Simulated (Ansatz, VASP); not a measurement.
## Two plane-wave programs on Sb

File INCAR:

```
  ALGO = Normal
  EDIFF = 1E-7
  EDIFFG = -0.01
  ENCUT = 600
  GGA = PE
  IBRION = 2
  ISIF = 3
  ISMEAR = 0
  LASPH = T
  LCHARG = F
  LREAL = F
  LWAVE = F
  NELM = 60
  NSW = 100
  PREC = Accurate
  SIGMA = 0.1
```

KPOINTS

```
k-points
0
Gamma
  6 6 6
```

POSCAR

```
Sb
1.0
    3.9984572808      2.3085103874      3.1083209900
   -3.9984572808      2.3085103874      3.1083209900
    0.0000000000     -4.6170207748      3.1083209900
Sb
5
Direct
    0.2548740421      0.7451259579      0.0000000000
    0.0000000000      0.2548740421      0.7451259579
    0.7451259579      0.0000000000      0.2548740421
    0.2691238346      0.2691238346      0.2691238346
    0.7308761654      0.7308761654      0.7308761654
```

Input for Ansatz:

```yaml
crystal:
  lattice:
    - [3.9984572808, 2.3085103874, 3.10832099]
    - [-3.9984572808, 2.3085103874, 3.10832099]
    - [0.0, -4.6170207748, 3.10832099]
  atoms:
    - { symbol: Sb, position: [0.2548740421, 0.7451259579, 0.0] }
    - { symbol: Sb, position: [0.0, 0.2548740421, 0.7451259579] }
    - { symbol: Sb, position: [0.7451259579, 0.0, 0.2548740421] }
    - { symbol: Sb, position: [0.2691238346, 0.2691238346, 0.2691238346] }
    - { symbol: Sb, position: [0.7308761654, 0.7308761654, 0.7308761654] }
basis:
  ecutwfc: 420
kpoints:
  mp_grid: { grid: [6, 6, 6] }
hamiltonian:
  xc: pbe
scf:
  occupations: { method: gaussian, width: 0.1 }
output:
  forces: true
  stress: true
  eigenvalues: true
relax:
  adjacent_minimum: "off"
  f_tol: 0.01
  max_steps: 80
  cell: { stress_tol: 0.05 }
```

Alike in both runs: task relaxation of cell and atoms; functional PBE; k mesh 6 × 6 × 6; occupations gaussian, width 0.1 eV; no spin polarisation.

|  | VASP | Ansatz |
| --- | --- | --- |
| version | VASP 6.6.1 | Ansatz 0.2.0 |
| potentials or method | VASP PAW PBE potentials, release 64 (Sb), cutoff 600 eV | scalar-relativistic, plane waves, PAW |
| valence electrons in the cell | 25 | 75 |

Ansatz gave:

| Quantity | Value |
| --- | --- |
| gap on the k mesh at the Fermi level, each at its own relaxed structure (eV) | none |
| relaxed volume (Å³/atom) | 36.02 |
| relaxed length of the cell vector where the two differ most in proportion (Å) | 5.648 |

Which values does VASP return?

gap on the k mesh at the Fermi level, each at its own relaxed structure (eV): none; relaxed volume (Å³/atom): 34.17; relaxed length of the cell vector where the two differ most in proportion (Å): 5.551.

A gap of «none» marks a metal or a gap that the smearing closes. One of these differences is far larger than is usual between the two programs; its cause wasn't traced. VASP's potentials hold 25 valence electrons a cell and Ansatz's 75, so a difference there can come from the potentials and not from the codes.

Neither program's run includes spin-orbit coupling.
